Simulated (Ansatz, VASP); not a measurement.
# One calculation of SiC, two programs

```
Si C
1.0
     6.77045    0.00000    0.00000
     0.00000    2.51888    2.47528
     0.00000   -2.51888    2.47528
Si C
4 4
Direct
  0.36799 0.24914 0.88496
  0.86799 0.38496 0.74914
  0.13201 0.74914 0.38496
  0.63201 0.88496 0.24914
  0.37102 0.73132 0.13458
  0.87102 0.63458 0.23132
  0.12898 0.23132 0.63458
  0.62898 0.13458 0.73132
```

Alike in both runs: functional PBE; k mesh 6 × 10 × 10; occupations gaussian, width 0.1 eV; no spin polarisation.

Ansatz relaxed the structure, and its values are those at the end. VASP's run is a single point on that final structure, the one shown.

|  | VASP | Ansatz |
| --- | --- | --- |
| version | VASP 6.6.1 | Ansatz 0.2.0 |
| potentials or method | VASP PAW PBE potentials, release 64 (Si, C), cutoff 520 eV | scalar-relativistic, plane waves, PAW |
| valence electrons in the cell | 32 | 32 |

|  | VASP | Ansatz | Ansatz less VASP |
| --- | --- | --- | --- |
| gap on the k mesh at the Fermi level (eV) | none | none | - |
| pressure (GPa) | 0.0 | 0.0 | +0.02 |

A gap of «none» marks a metal or a gap that the smearing closes. The functional is the same, so the differences come from potentials, cutoffs and numerics.
